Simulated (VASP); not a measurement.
Wanted: the native input for a VASP 6.6.1 run.

| Quantity | Value |
| --- | --- |
| Task | single point |
| Functional | PBE |
| Potentials or basis | VASP PAW PBE potentials, release 64 (Ta_pv, K_sv, O) |
| Cutoff | 520 eV |
| k mesh | 7 × 7 × 7 |
| Occupations | gaussian, width 0.013 eV |
| Spin | no spin polarisation |
| Dipole correction | no |
| Further INCAR settings | ALGO = Normal; EDIFF = 1e-07; NBANDS = 27 |

The structure of KTaO3 lies in POSCAR:

```
KTaO3
1.0
    3.9883000000      0.0000000000      0.0000000000
    0.0000000000      3.9883000000      0.0000000000
    0.0000000000      0.0000000000      3.9883000000
Ta K O
1 1 3
Direct
    0.0000000000      0.0000000000      0.0000000000
    0.5000000000      0.5000000000      0.5000000000
    0.0000000000      0.0000000000      0.5000000000
    0.0000000000      0.5000000000      0.0000000000
    0.5000000000      0.0000000000      0.0000000000
```

These files were run (other wordings do the same):

INCAR

```
PREC = Accurate
ENCUT = 520
EDIFF = 1E-7
ISMEAR = 0
SIGMA = 0.013000000000000001
LREAL = False
LASPH = True
NELM = 80
ALGO = Normal
ISIF = 2
LWAVE = False
LCHARG = False
GGA = PE
NBANDS = 27
```

KPOINTS

```
Automatic mesh
0
Gamma
  7 7 7
```

Potentials or basis: VASP PAW PBE potentials, release 64 (Ta_pv, K_sv, O).

The run is started by

```bash
$ cat potpaw_PBE.64/Ta_pv/POTCAR potpaw_PBE.64/K_sv/POTCAR potpaw_PBE.64/O/POTCAR > POTCAR
$ mpirun -np 1 vasp_std > vasp.out
```

It gave:

```yaml
Pressure: 6.1 GPa
Band_gap_on_the_k_mesh: 2.23 eV, indirect (least direct gap 2.80 eV)
```

Caveat: spin-orbit coupling is left out, which moves the levels of the heavy elements.

Wall time 28 s on 1 thread of Intel(R) Xeon(R) Platinum 8488C (Sapphire Rapids), with other jobs on the host, peak memory 0.18 GiB.
